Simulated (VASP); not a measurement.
# TiCo (Pm-3m) in VASP: single point with PBEsol

Aim: the single point of TiCo with PBEsol.

Program: VASP 6.6.1. These are calculated values, not measurements. Logs are shortened: lines on timing, memory, paths and dates and some standing lists are left out, and cuts for length are marked.

## (1) The cell of the first run

The structure is cubic, space group Pm-3m (No. 221). Conventional cell: a = 2.939 Å, b = 2.939 Å, c = 2.939 Å, α = 90.00°, β = 90.00°, γ = 90.00°. Ti (site symmetry m-3m) has 8 Co at 2.54 Å and 6 Ti at 2.94 Å within 3.4 Å. Co (site symmetry m-3m) has 8 Ti at 2.54 Å and 6 Co at 2.94 Å within 3.4 Å.

## (2) Single point, PBEsol, collinear spin, ferromagnetic start

File POSCAR:

```
TiCo
1.0
    2.9385053313      0.0000000000      0.0000000000
    0.0000000000      2.9385053313      0.0000000000
    0.0000000000      0.0000000000      2.9385053313
Ti Co
1 1
Direct
    0.0000000000      0.0000000000      0.0000000000
    0.5000000000      0.5000000000      0.5000000000
```

File INCAR.step1:

```
SYSTEM = TiCo
ALGO = Normal
EDIFF = 1E-6
ENCUT = 520
GGA = PS
ISIF = 2
ISMEAR = 0
ISPIN = 2
LASPH = .True.
LCHARG = .True.
LMAXMIX = 4
LREAL = .False.
LWAVE = .False.
MAGMOM = 0 0.75
NBANDS = 22
NELM = 150
PREC = Accurate
SIGMA = 0.1
```

File KPOINTS.step1:

```
k-points
0
Gamma
  14 14 14
  0 0 0
```

File INCAR.step2:

```
SYSTEM = TiCo
ALGO = Normal
EDIFF = 1E-6
ENCUT = 520
GGA = PS
ICHARG = 11
ISIF = 2
ISMEAR = -5
ISPIN = 2
LASPH = .True.
LCHARG = .False.
LMAXMIX = 4
LORBIT = 10
LREAL = .False.
LWAVE = .False.
MAGMOM = 0 0.75
NEDOS = 2001
NELM = 150
PREC = Accurate
SIGMA = 0.1
```

File KPOINTS.step2:

```
k-points
0
Gamma
  21 21 21
  0 0 0
```

Potentials or basis: VASP PAW PBE potentials, release 64 (Ti_sv, Co).

The run is started by

```sh
cat potpaw_PBE.64/Ti_sv/POTCAR potpaw_PBE.64/Co/POTCAR > POTCAR
cp INCAR.step1 INCAR
cp KPOINTS.step1 KPOINTS
mpirun -np 1 vasp_std > vasp.out
cp INCAR.step2 INCAR
cp KPOINTS.step2 KPOINTS
mpirun -np 1 vasp_std > vasp.out
```

OUTCAR:

```text
SYSTEM = TiCo
   EDIFF = 1E-6
   ENCUT = 520
   GGA = PS
   ICHARG = 11
   ISIF = 2
   ISMEAR = -5
   ISPIN = 2
   LASPH = .True.
   LORBIT = 10
   LREAL = .False.
   NELM = 150
   PREC = Accurate

 ion  position               nearest neighbor table
   1  0.000  0.000  0.000-   2 2.54   2 2.54   2 2.54   2 2.54   2 2.54   2 2.54   2 2.54   2 2.54

   2  0.500  0.500  0.500-   1 2.54   1 2.54   1 2.54   1 2.54   1 2.54   1 2.54   1 2.54   1 2.54

  LATTYP: Found a simple cubic cell.
 ALAT       =     2.9385053313

  Lattice vectors:

 A1 = (   2.9385053313,   0.0000000000,   0.0000000000)
 A2 = (   0.0000000000,   2.9385053313,   0.0000000000)
 A3 = (   0.0000000000,   0.0000000000,   2.9385053313)

Analysis of symmetry for initial positions (statically):
=====================================================================
 Subroutine PRICEL returns:
 Original cell was already a primitive cell.

 Routine SETGRP: Setting up the symmetry group for a
 simple cubic supercell.

 Subroutine GETGRP returns: Found 48 space group operations
 (whereof 48 operations were pure point group operations)
 out of a pool of 48 trial point group operations.

The static configuration has the point symmetry O_h .

Analysis of symmetry for dynamics (positions and initial velocities):
=====================================================================
 Subroutine PRICEL returns:
 Original cell was already a primitive cell.

 Routine SETGRP: Setting up the symmetry group for a
 simple cubic supercell.

 Subroutine GETGRP returns: Found 48 space group operations
 (whereof 48 operations were pure point group operations)
 out of a pool of 48 trial point group operations.

The dynamic configuration has the point symmetry O_h .

Analysis of structural, dynamic, and magnetic symmetry:
=====================================================================
 Subroutine PRICEL returns:
 Original cell was already a primitive cell.

 Routine SETGRP: Setting up the symmetry group for a
 simple cubic supercell.

 Subroutine GETGRP returns: Found 48 space group operations
 (whereof 48 operations were pure point group operations)
 out of a pool of 48 trial point group operations.

The overall configuration has the point symmetry O_h .

 Subroutine INISYM returns: Found 48 space group operations
 (whereof 48 operations are pure point group operations),
 and found     1 'primitive' translations

----------------------------------------------------------------------------------------

                                     Primitive cell

  volume of cell :      25.3734

  direct lattice vectors                    reciprocal lattice vectors
     2.938505331  0.000000000  0.000000000     0.340309064  0.000000000  0.000000000
     0.000000000  2.938505331  0.000000000     0.000000000  0.340309064  0.000000000
     0.000000000  0.000000000  2.938505331     0.000000000  0.000000000  0.340309064

  length of vectors
     2.938505331  2.938505331  2.938505331     0.340309064  0.340309064  0.340309064

  position of ions in fractional coordinates (direct lattice)
     0.000000000  0.000000000  0.000000000
     0.500000000  0.500000000  0.500000000

  ion indices of the primitive-cell ions
   primitive index   ion index
                 1           1
                 2           2

----------------------------------------------------------------------------------------

 KPOINTS: k-points

Automatic generation of k-mesh.
 Grid dimensions read from file:
 generate k-points for:   21   21   21

 Generating k-lattice:

  Cartesian coordinates                     Fractional coordinates (reciprocal lattice)
     0.016205194  0.000000000  0.000000000     0.047619048  0.000000000  0.000000000
     0.000000000  0.016205194  0.000000000     0.000000000  0.047619048  0.000000000
     0.000000000  0.000000000  0.016205194     0.000000000  0.000000000  0.047619048

  Length of vectors
     0.016205194  0.016205194  0.016205194

  Shift w.r.t. Gamma in fractional coordinates (k-lattice)
     0.000000000  0.000000000  0.000000000

 TETIRR: Found   4601 inequivalent tetrahedra from    55566

 Subroutine IBZKPT returns following result:
 ===========================================

 Found    286 irreducible k-points:

[... 37 lines left out ...]
   ISTART =      0    job   : 0-new  1-cont  2-samecut
   ICHARG =     11    charge: 1-file 2-atom 10-const
   ISPIN  =      2    spin polarized calculation?
   LNONCOLLINEAR =      F non collinear calculations
   LSORBIT =      F    spin-orbit coupling
   LASPH  =      T    aspherical Exc in radial PAW
   ENCUT  =  520.0 eV  38.22 Ry    6.18 a.u.   5.46  5.46  5.46*2*pi/ulx,y,z
   NELM   =    150;   NELMIN=  2; NELMDL=  0     # of ELM steps
   EDIFF  = 0.1E-05   stopping-criterion for ELM
   LREAL  =      F    real-space projection
   EDIFFG = 0.1E-04   stopping-criterion for IOM
   NSW    =      0    number of steps for IOM
   IBRION =     -1    ionic relax: 0-MD 1-quasi-New 2-CG
   NFREE  =      0    steps in history (QN), initial steepest desc. (CG)
   ISIF   =      2    stress and relaxation
   ISYM   =      2    0-nonsym 1-usesym 2-fastsym
   POTIM  = 0.5000    time-step for ionic-motion
   TEBEG  =    0.0;   TEEND  =   0.0 temperature during run
   PSTRESS=    0.0 pullay stress
   NELECT =      21.0000    total number of electrons
   NUPDOWN=      -1.0000    fix difference up-down
   EMIN   =  10.00;   EMAX   =-10.00  energy-range for DOS
   EFERMI =   0.00;   METHOD = LEGACY
   ISMEAR =    -5;   SIGMA  =   0.10  broadening in eV -4-tet -1-fermi 0-gaus
   EFERMI_NEDOS =   21; number of points for ismear=-14 and -15
   IALGO  =     38    algorithm
   IMIX   =      4    mixing-type and parameters
     AMIX     =   0.40;   BMIX     =  1.00
     AMIX_MAG =   1.60;   BMIX_MAG =  1.00
  volume/ion in A,a.u.               =      12.69        85.61
  Fermi-wavevector in a.u.,A,eV,Ry     =   1.537050  2.904604 32.144090  2.362524
  Thomas-Fermi vector in A             =   2.643613
   LORBIT       =     10    0 simple, 1 ext, 2 COOP (PROOUT), +10 PAW based schemes
   GGA     = PS    functional components
   LHFCALC =     F    Hartree Fock is set to
   AEXX    =    0.0000 exact exchange contribution
   IVDW    =     0    specifies the selected vdW correction
   LEPSILON=     F    determine dielectric tensor
   LRPA    =     F    only Hartree local field effects (RPA)
 spin polarized calculation
 Fermi weights with tetrahedron method with Bloechl corrections
  energy-cutoff  :      520.00
  volume of cell :       25.37
 maximum number of plane-waves:       711
 NGX is ok and might be reduce to    24

 number of electron      21.0000006 magnetization       0.5758500

 Free energy of the ion-electron system (eV)
  ---------------------------------------------------
  ext. energy  EPLUGINS =         0.00000000
  ---------------------------------------------------
  free energy    TOTEN  =       -16.89927685 eV

  energy without entropy =      -16.89927685  energy(sigma->0) =      -16.89927685

 E-fermi :  10.4255     XC(G=0): -12.9945

 val. band max:       10.4344778465   @ k =   0.3333   0.3333   0.2857
 cond. band min:      10.3923765567   @ k =   0.3810   0.1429   0.0476
 fundamental gap:     -0.0421012898
 Fermi energy:        10.4254870312

 spin component 1

 k-point     1 :       0.0000    0.0000    0.0000
  band No.  band energies     occupation
      1     -46.4585      1.00000
      2     -22.6345      1.00000
      3     -22.6345      1.00000
      4     -22.6345      1.00000
      5       2.5022      1.00000
      6       6.1426      1.00000
      7       6.1426      1.00000
      8       8.6154      1.00000
      9       8.6154      1.00000
     10       8.6154      1.00000
     11      11.0235      0.00000
     12      11.0235      0.00000
     13      13.2687      0.00000
     14      13.2687      0.00000
[... 379 lines left out ...]
      3     -22.6571      1.00000
      4     -22.6238      1.00000
      5       3.4052      1.00000
      6       6.5034      1.00000
      7       6.5575      1.00000
      8       8.4620      1.00000
      9       8.5302      1.00000
     10       8.8057      1.00000
     11      10.7275      0.00000
     12      11.0920      0.00000
     13      12.1664      0.00000
     14      12.2734      0.00000

 [... further k-points ...]

 spin component 2

 k-point     1 :       0.0000    0.0000    0.0000
  band No.  band energies     occupation
      1     -46.4565      1.00000
      2     -22.6333      1.00000
      3     -22.6333      1.00000
      4     -22.6333      1.00000
      5       2.5209      1.00000
      6       6.5375      1.00000
      7       6.5375      1.00000
      8       8.9945      1.00000
      9       8.9945      1.00000
     10       8.9945      1.00000
     11      11.3747      0.00000
     12      11.3747      0.00000
     13      13.3464      0.00000
     14      13.3464      0.00000
[... 379 lines left out ...]
      3     -22.6560      1.00000
      4     -22.6225      1.00000
      5       3.4257      1.00000
      6       6.9246      1.00000
      7       6.9749      1.00000
      8       8.8284      1.00000
      9       8.9128      1.00000
     10       9.2172      1.00000
     11      11.0199      0.00000
     12      11.4560      0.00000
     13      12.2240      0.00000
     14      12.3088      0.00000

 [... further k-points ...]

------------------------ aborting loop because EDIFF is reached ----------------------------------------

  FORCE on cell =-STRESS in cart. coord.  units (eV):
  Direction    XX          YY          ZZ          XY          YZ          ZX
  --------------------------------------------------------------------------------------
  -------------------------------------------------------------------------------------
  Total       -0.4557395     -0.4557395     -0.4557395      0.0000000     -0.0000000      0.0000000
  in kB      -28.7771487    -28.7771487    -28.7771487      0.0000000     -0.0000000      0.0000000
  external PRESSURE =     -28.7771487 kB  Pullay stress =       0.0000000 kB

 VOLUME and BASIS-vectors are now :
 -----------------------------------------------------------------------------
  energy-cutoff  :      520.00
  volume of cell :       25.37
      direct lattice vectors                 reciprocal lattice vectors
     2.938505331  0.000000000  0.000000000     0.340309064  0.000000000  0.000000000
     0.000000000  2.938505331  0.000000000     0.000000000  0.340309064  0.000000000
     0.000000000  0.000000000  2.938505331     0.000000000  0.000000000  0.340309064

 POSITION                                       TOTAL-FORCE (eV/Angst)
 -----------------------------------------------------------------------------------
      0.00000      0.00000      0.00000         0.000000      0.000000      0.000000
      1.46925      1.46925      1.46925         0.000000      0.000000      0.000000
 -----------------------------------------------------------------------------------
    total drift:                                0.000000      0.000000     -0.000000

  FREE ENERGIE OF THE ION-ELECTRON SYSTEM (eV)
  ---------------------------------------------------
  free  energy   TOTEN  =       -16.8992768507 eV

  energy  without entropy=      -16.8992768507  energy(sigma->0) =      -16.89927685

 total charge

# of ion       s       p       d       tot
------------------------------------------
    1        2.260   6.198   1.901  10.359
    2        0.542   0.483   7.349   8.374
--------------------------------------------------
tot          2.802   6.681   9.250  18.734

 magnetization (x)

# of ion       s       p       d       tot
------------------------------------------
    1       -0.001  -0.007   0.012   0.003
    2        0.024   0.000   0.615   0.639
--------------------------------------------------
tot          0.022  -0.006   0.626   0.642
```

It took 2.2 min on 1 thread of Intel Xeon Platinum 8375C at 2.90GHz (Ice Lake), shared host; peak memory 0.3 GiB.

Results:

* Net moment: 0.58 μB per cell
* Site moments: Ti +0.00; Co +0.64 μB
* Valence electrons inside the program's atomic spheres: Ti 10.36; Co 8.37

Caveat: the PAW data sets were made with another functional, which shifts forces and pressure a little; tetrahedron occupations give inexact forces and stress in metals.
